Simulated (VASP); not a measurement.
S, 1 atom in the cell. The typed cell holds 1 atom: a = 2.515 Å, b = 2.515 Å, c = 2.515 Å, α = 90.01°, β = 90.01°, γ = 90.01°. 

* Program: VASP 6.6.1
* Task: single point
* Functional: PBE
* Dispersion: D3(BJ)
* Potentials or basis: VASP PAW PBE potentials, release 64 (S)
* Cutoff: 520 eV
* k mesh: 15 × 15 × 15
* Occupations: fermi-dirac, width 0.1 eV
* Spin: no spin polarisation
* Dipole correction: no
* Further INCAR settings: ALGO = Normal; EDIFF = 1e-06; NBANDS = 9

Potentials or basis: VASP PAW PBE potentials, release 64 (S).

The run is started by

```console
$ cat potpaw_PBE.64/S/POTCAR > POTCAR
$ mpirun -np 1 vasp_std > vasp.out
```

Hardware: 1 thread of AMD EPYC 7R13 (shared host).

Problem. How long does it take, and how much memory?

Solution. Run time: 40 s on 1 thread of AMD EPYC 7R13 (shared host), peak memory 0.13 GiB. Counts: scf iterations 10, k points 344.
